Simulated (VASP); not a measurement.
A run of VASP 6.6.1:

Contents of POSCAR:

```
MgO2
1.0
    1.6028500343      0.9254058988      3.4870273903
   -1.6028500343      0.9254058988      3.4870273903
    0.0000000000     -1.8508117976      3.4870273903
Mg O
1 2
Direct
    0.0000000000      0.0000000000      0.0000000000
    0.4288490066      0.4288490066      0.4288490066
    0.5711509934      0.5711509934      0.5711509934
```

File INCAR.step1:

```
SYSTEM = MgO2
  ALGO = Normal
  EDIFF = 1E-4
  ENCUT = 520
  GGA = PE
  ISMEAR = 0
  LASPH = .TRUE.
  LCHARG = .FALSE.
  LREAL = .FALSE.
  LWAVE = .TRUE.
  NBANDS = 14
  NELM = 100
  PREC = Accurate
  SIGMA = 0.02
```

INCAR.step2

```
SYSTEM = MgO2
  ALGO = Normal
  EDIFF = 1E-7
  ENCUT = 520
  ISIF = 2
  ISMEAR = 0
  ISTART = 1
  LASPH = .TRUE.
  LCHARG = .FALSE.
  LMIXTAU = .TRUE.
  LREAL = .FALSE.
  LWAVE = .FALSE.
  METAGGA = R2SCAN
  NBANDS = 14
  NELM = 100
  PREC = Accurate
  SIGMA = 0.02
```

Contents of KPOINTS:

```
k-points
0
G
  12 12 12
  0 0 0
```

Potentials or basis: VASP PAW PBE potentials, release 64 (Mg, O).

Run with:

```bash
$ cat potpaw_PBE.64/Mg/POTCAR potpaw_PBE.64/O/POTCAR > POTCAR
$ cp INCAR.step1 INCAR
$ mpirun -np 1 vasp_std > vasp.out
$ cp INCAR.step2 INCAR
$ mpirun -np 1 vasp_std > vasp.out
```

Hardware: 1 thread of Intel(R) Xeon(R) Platinum 8259CL CPU @ 2.50GHz (Skylake/Cascade Lake) (shared host).

Problem. How long does it take, and how much memory?

Solution. Run time: 7.4 min on 1 thread of Intel(R) Xeon(R) Platinum 8259CL CPU @ 2.50GHz (Skylake/Cascade Lake), with other jobs on the host, peak memory 0.22 GiB. Counts: k points 189.
